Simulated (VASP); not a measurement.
**Ge: single point with PBEsol**

Ge:

```xyz
2
Lattice="0.0000 2.8143 2.8143 2.8143 0.0000 2.8143 2.8143 2.8143 0.0000" Properties=species:S:1:pos:R:3 pbc="T T T"
Ge    2.7588    2.8143    2.8143
Ge    4.2770    4.2215    4.2215
```

This cell differs from its parent crystal: atoms displaced along a vibrational mode, the cell strained.

| Item | Value |
| --- | --- |
| Program | VASP 6.6.1 |
| Task | single point |
| Functional | PBEsol |
| Potentials or basis | VASP PAW PBE potentials, release 64 (Ge_d) |
| Cutoff | 520 eV |
| k mesh | 14 × 14 × 14 |
| Occupations | gaussian, width 0.15 eV |
| Spin | no spin polarisation |
| Dipole correction | no |
| Further INCAR settings | ALGO = Normal; EDIFF = 1e-06; NBANDS = 21 |

```
Pressure               : 1.8 GPa
Largest force          : 1.254 eV/Å
Band gap on the k mesh : zero (bands 14 and 15 overlap by 0.38 eV)
```

Forces in eV/Å, atoms in the order of the input:
```
Ge   1.254  0.000  0.000
Ge  -1.254  0.000  0.000
```

Stress tensor (GPa, compression positive):
```
 1.44  0.00  0.00
 0.00  2.00 -3.75
 0.00 -3.75  2.00
```

Levels at points of the mesh, in eV from the Fermi level:
```tsv
k point	band 10	band 11	band 12	band 13	band 14	band 15	band 16	band 17	band 18	band 19
(0.00, 0.00, 0.00)	-24.70	-13.11	-0.70	-0.14	-0.05	0.35	1.96	2.32	2.76	6.06
(0.50, 0.00, 0.00)	-24.67	-11.11	-7.56	-1.94	-1.34	-0.18	3.07	3.84	6.69	10.67
(0.00, 0.50, 0.00)	-24.65	-10.83	-8.20	-1.83	-1.31	0.15	3.24	4.01	6.87	10.03
(0.50, 0.50, 0.00)	-24.65	-9.17	-9.17	-3.30	-3.30	0.45	0.45	9.47	9.47	11.40
(0.00, 0.50, 0.50)	-24.65	-9.53	-8.74	-3.50	-3.18	0.15	0.77	9.20	9.70	11.05
```

Run time: 2.2 min on 1 thread of Intel(R) Xeon(R) 6975P-C (Granite Rapids) (shared host), peak memory 0.41 GiB.

Caveat: the cell differs from its parent crystal (atoms displaced along a vibrational mode, the cell strained); semilocal functionals underestimate gaps, and a narrow one can read as zero; the PAW data sets were made with another functional, which shifts forces and pressure a little.
